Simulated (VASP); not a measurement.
# Bi3S5: single point with PBE

Bi3S5:

```xyz
8
Lattice="7.7213 0.0000 0.0000 -3.8607 6.6869 0.0000 0.0000 0.0000 3.5931" Properties=species:S:1:pos:R:3 pbc="T T T"
Bi    5.2231    0.0000    1.7965
Bi   -2.6115    4.5233    1.7965
Bi    1.2491    2.1636    1.7965
S     1.9423    0.0000    0.0000
S    -0.9711    1.6820    0.0000
S     2.8895    5.0048    0.0000
S     0.0000    4.4579    0.0000
S     3.8607    2.2290    0.0000
```

```json
{
  "Program": "VASP 6.6.1",
  "Task": "single point",
  "Functional": "PBE",
  "Potentials or basis": "VASP PAW PBE potentials, release 64 (Bi_d, S)",
  "Cutoff": "520 eV",
  "k mesh": "3 × 3 × 4",
  "Occupations": "gaussian, width 0.1 eV",
  "Spin": "no spin polarisation"
}
```

```yaml
Pressure: 0.0 GPa
Largest_force: 0.004 eV/Å
```

Forces in eV/Å, atoms in the order of the input:
```
Bi   0.004  0.000  0.000
Bi  -0.002  0.004  0.000
Bi  -0.002 -0.004  0.000
S   -0.003  0.000  0.000
S    0.002 -0.003  0.000
S    0.002  0.003  0.000
S    0.000  0.000  0.000
S    0.000  0.000  0.000
```

Stress tensor (GPa, compression positive):
```
-0.01  0.00  0.00
 0.00 -0.01  0.00
 0.00  0.00 -0.10
```

Levels at points of the mesh, in eV from the Fermi level:
```
           k point  band 36  band 37  band 38  band 39  band 40  band 41
(0.00, 0.00, 0.00)    -0.84    -0.74    -0.37     1.81     2.32     2.32
(0.00, 0.00, 0.50)    -0.71    -0.71     0.21     0.21     0.73     0.73
```

Wall time 97 s on 1 thread of Intel(R) Xeon(R) Platinum 8259CL CPU @ 2.50GHz (Skylake/Cascade Lake), with other jobs on the host, peak memory 0.32 GiB.

Caveat: the k points lie up to 0.44 Å⁻¹ apart; spin-orbit coupling is left out, which moves the levels of the heavy elements.
